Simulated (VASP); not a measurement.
Write the native input for VASP 6.6.1 that does the following.

```yaml
Task: single point
Functional: PBEsol
Potentials_or_basis: VASP PAW PBE potentials, release 64 (Cu)
Cutoff: 520 eV
k_mesh: 14 × 14 × 14
Occupations: fermi-dirac, width 0.1 eV
Spin: no spin polarisation
Dipole_correction: no
Further_INCAR_settings: ALGO = Normal; EDIFF = 1e-06; NBANDS = 18
```

The structure of Cu lies in POSCAR:

```
Cu
1.0
    0.0000000000      2.4080073574      2.4080073574
    2.4080073574      0.0000000000      2.4080073574
    2.4080073574      2.4080073574      0.0000000000
Cu
2
Direct
   -0.1250000000     -0.1250000000     -0.1250000000
    0.1250000000      0.1250000000      0.1250000000
```

This cell differs from its parent crystal: volume scaled by 0.78.

The input as run:

INCAR

```
ALGO = Normal
EDIFF = 1E-6
ENCUT = 520
GGA = PS
ISIF = 2
ISMEAR = -1
LASPH = T
LCHARG = F
LREAL = F
LWAVE = F
NBANDS = 18
NELM = 60
PREC = Accurate
SIGMA = 0.1
```

KPOINTS

```
k-points
0
Gamma
  14 14 14
```

Potentials or basis: VASP PAW PBE potentials, release 64 (Cu).

Run with:

```bash
$ cat potpaw_PBE.64/Cu/POTCAR > POTCAR
$ mpirun -np 1 vasp_std > vasp.out
```

Results of the run:

```
Pressure               : 31.3 GPa
Band gap on the k mesh : zero (band 11 reaches 6.43 eV, above the bottom of band 12 at 5.33 eV)
```

Caveat: the PAW data sets were made with another functional, which shifts forces and pressure a little.

Wall time 32 s on 1 thread of AMD EPYC 9R45 96-Core Processor (Zen 5), with other jobs on the host, peak memory 0.15 GiB.
